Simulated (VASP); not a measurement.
Set up this calculation in VASP 6.6.1, as the native input.

- Task: single point
- Functional: PBE
- Potentials or basis: VASP PAW PBE potentials, release 64 (Si, S)
- Cutoff: 500 eV
- k mesh: 4 × 4 × 3
- Occupations: gaussian, width 0.2 eV
- Spin: no spin polarisation
- Dipole correction: no
- Further INCAR settings: ALGO = Normal; EDIFF = 1e-06; NBANDS = 19

The structure of Si4S lies in POSCAR:

```
Si4S
1.0
    2.7992099848     -3.2483846212     -0.1190659668
    2.7992099848      3.2483846212     -0.1190659668
   -2.9701218401      0.0000000000      4.6524622986
Si S
4 1
Direct
    0.4677349792      0.4677349792      0.7690459786
    0.5322650208      0.5322650208      0.2309540214
    0.7898740436      0.2101259564      0.5000000000
    0.2101259564      0.7898740436      0.5000000000
    0.0000000000      0.0000000000      0.0000000000
```

One way to write it, as run:

INCAR

```
PREC = Accurate
ENCUT = 500
EDIFF = 1E-6
ISMEAR = 0
SIGMA = 0.2
LREAL = F
LASPH = T
NELM = 120
ALGO = Normal
ISIF = 2
LWAVE = F
LCHARG = F
GGA = PE
NBANDS = 19
GGA_COMPAT = F
```

KPOINTS

```
regular mesh
0
Gamma
  4 4 3
```

Potentials or basis: VASP PAW PBE potentials, release 64 (Si, S).

Run with:

```bash
$ cat potpaw_PBE.64/Si/POTCAR potpaw_PBE.64/S/POTCAR > POTCAR
$ mpirun -np 1 vasp_std > vasp.out
```

Results of the run:

* Pressure: 0.0 GPa
* Largest force: 0.042 eV/Å
* Band gap on the k mesh: zero (band 11 reaches 9.49 eV, above the bottom of band 12 at 7.33 eV)

Caveat: the k points lie up to 0.46 Å⁻¹ apart.

It took 19 s on 1 thread of Intel(R) Xeon(R) Platinum 8488C (Sapphire Rapids), with other jobs on the host, peak memory 0.18 GiB.
